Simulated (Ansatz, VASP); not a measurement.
**One calculation of Sb5Mo, two programs**

```
Sb Mo
1.0
     3.36500    0.00000    0.00000
    -1.68250    2.91417    0.00000
     0.00000    0.00000   15.50107
Sb Mo
5 1
Direct
  0.66667 0.33333 0.87120
  0.00000 0.00000 0.67069
  0.66667 0.33333 0.50000
  0.00000 0.00000 0.32931
  0.66667 0.33333 0.12880
  0.00000 0.00000 0.00000
```

Change from the starting cell: species swapped into the MgCd5 type (P-6m2, No. 187).

Alike in both runs: functional PBE; k mesh 6 × 6 × 1; occupations gaussian, width 0.1 eV; no spin polarisation.

Ansatz relaxed the structure, and its values are those at the end. VASP's run is a single point on that final structure, the one shown.

|  | VASP | Ansatz |
| --- | --- | --- |
| version | VASP 6.6.1 | Ansatz 0.2.0 |
| potentials or method | VASP PAW PBE potentials, release 64 (Sb, Mo_sv), cutoff 520 eV | scalar-relativistic, plane waves, PAW |
| valence electrons in the cell | 39 | 89 |

```csv
,VASP,Ansatz,Ansatz less VASP
gap on the k mesh at the Fermi level (eV),none,none,-
pressure (GPa),-0.1,0.0,+0.11
rms of the force components (eV/Å),0.008,0.008,+0.0004
```

A gap of «none» marks a metal or a gap that the smearing closes. With one functional, cell and mesh, what is left measures potentials, basis and numerics. VASP's potentials hold 39 valence electrons a cell and Ansatz's 89, so a difference there can come from the potentials and not from the codes.

The k mesh is coarse, so the values compare programs but aren't converged. Spin-orbit coupling is off throughout.
